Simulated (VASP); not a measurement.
Set up this calculation in VASP 6.6.1, as the native input.

```yaml
Task: single point
Functional: PBE
Potentials_or_basis: VASP PAW PBE potentials, release 64 (Hf_pv)
Cutoff: 520 eV
k_mesh: 16 × 16 × 16
Occupations: gaussian, width 0.05 eV
Spin: non-collinear spin, zero start, spin-orbit coupling
Starting_moments: "[[0.0, 0.0, 0.0]] μB"
Dipole_correction: no
k_mesh_for_the_DOS: 24 × 24 × 24
Occupations_for_the_DOS: tetrahedron
Further_INCAR_settings: ALGO = Normal; EDIFF = 1e-07; NBANDS = 21
```

Hf:

```
Hf
1.0
    -1.77055    1.77055    1.77055
     1.77055   -1.77055    1.77055
     1.77055    1.77055   -1.77055
Hf
1
Direct
  0.00000 0.00000 0.00000
```

This isn't the form of Hf at room conditions, which is hcp.

One way to write it, as run:

POSCAR

```
Hf
1.0
   -1.7705539125      1.7705539125      1.7705539125
    1.7705539125     -1.7705539125      1.7705539125
    1.7705539125      1.7705539125     -1.7705539125
Hf
1
Direct
    0.0000000000      0.0000000000      0.0000000000
```

INCAR.step1

```
SYSTEM = Hf
PREC = Accurate ; ENCUT = 520
EDIFF = 1E-7 ; ISMEAR = 0
SIGMA = 0.05 ; LREAL = .False.
LASPH = .True. ; NELM = 150
ALGO = Normal ; ISIF = 2
LWAVE = .False. ; LCHARG = .True.
MAGMOM = 0 0 0 ; LSORBIT = .True.
GGA_COMPAT = .False. ; LORBMOM = .True.
LMAXMIX = 4 ; GGA = PE
NBANDS = 21
```

KPOINTS.step1

```
regular mesh
0
Gamma
  16 16 16
  0 0 0
```

INCAR.step2

```
SYSTEM = Hf
PREC = Accurate ; ENCUT = 520
EDIFF = 1E-7 ; ISMEAR = -5
SIGMA = 0.05 ; LREAL = .False.
LASPH = .True. ; NELM = 150
ALGO = Normal ; ISIF = 2
LWAVE = .False. ; LCHARG = .False.
MAGMOM = 0 0 0 ; LORBIT = 10
LSORBIT = .True. ; GGA_COMPAT = .False.
LORBMOM = .True. ; LMAXMIX = 4
GGA = PE ; NBANDS = 21
NEDOS = 2001 ; ICHARG = 11
```

KPOINTS.step2

```
regular mesh
0
Gamma
  24 24 24
  0 0 0
```

Potentials or basis: VASP PAW PBE potentials, release 64 (Hf_pv).

The run is started by

```bash
$ cat potpaw_PBE.64/Hf_pv/POTCAR > POTCAR
$ cp INCAR.step1 INCAR
$ cp KPOINTS.step1 KPOINTS
$ mpirun -np 1 vasp_ncl > vasp.out
$ cp INCAR.step2 INCAR
$ cp KPOINTS.step2 KPOINTS
$ mpirun -np 1 vasp_ncl > vasp.out
```

Results of the run:

The net moment is 0.00 μB per cell. The valence electrons inside the program's atomic spheres are Hf 8.40.

It took 11 min on 1 thread of Intel Xeon 8259CL (shared host), peak memory 0.39 GiB.
